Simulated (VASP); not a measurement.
Set up this calculation in VASP 6.6.1, as the native input.

```
Task                   : single point
Functional             : PBE
Potentials or basis    : VASP PAW PBE potentials, release 64 (Ni)
Cutoff                 : 520 eV
k mesh                 : 12 × 12 × 12
Occupations            : fermi-dirac, width 0.1 eV
Spin                   : collinear spin, ferromagnetic start
Starting moments       : [1.22] μB
Fixed moment           : 1.22 μB
Dipole correction      : no
Further INCAR settings : ALGO = Normal; EDIFF = 1e-06; NBANDS = 15
```

The structure of Ni lies in POSCAR:

```
Ni
1.0
    0.0000000000      1.7855000000      1.7855000000
    1.7855000000      0.0000000000      1.7855000000
    1.7855000000      1.7855000000      0.0000000000
Ni
1
Direct
    0.0000000000      0.0000000000      0.0000000000
```

These files were run (other wordings do the same):

INCAR

```
ALGO = Normal
EDIFF = 1E-6
ENCUT = 520
GGA = PE
ISIF = 2
ISMEAR = -1
ISPIN = 2
LASPH = True
LCHARG = False
LMAXMIX = 4
LORBIT = 11
LREAL = False
LWAVE = False
MAGMOM = 1.22
NBANDS = 15
NELM = 150
NUPDOWN = 1.22
PREC = Accurate
SIGMA = 0.1
```

KPOINTS

```
k-points
0
Gamma
  12 12 12
```

Potentials or basis: VASP PAW PBE potentials, release 64 (Ni).

Run with:

```sh
$ cat potpaw_PBE.64/Ni/POTCAR > POTCAR
$ mpirun -np 1 vasp_std > vasp.out
```

It gave:

```
Pressure                                              : -1.8 GPa
Net moment                                            : 1.22 μB per cell
Site moments                                          : Ni +1.19 μB
Valence electrons inside the program's atomic spheres : Ni 9.21
```

Caveat: the total moment is fixed, so each spin has its own Fermi level.

It took 27 s on 1 thread of AMD EPYC 9R14 (Zen 4) (shared host), peak memory 0.11 GiB.
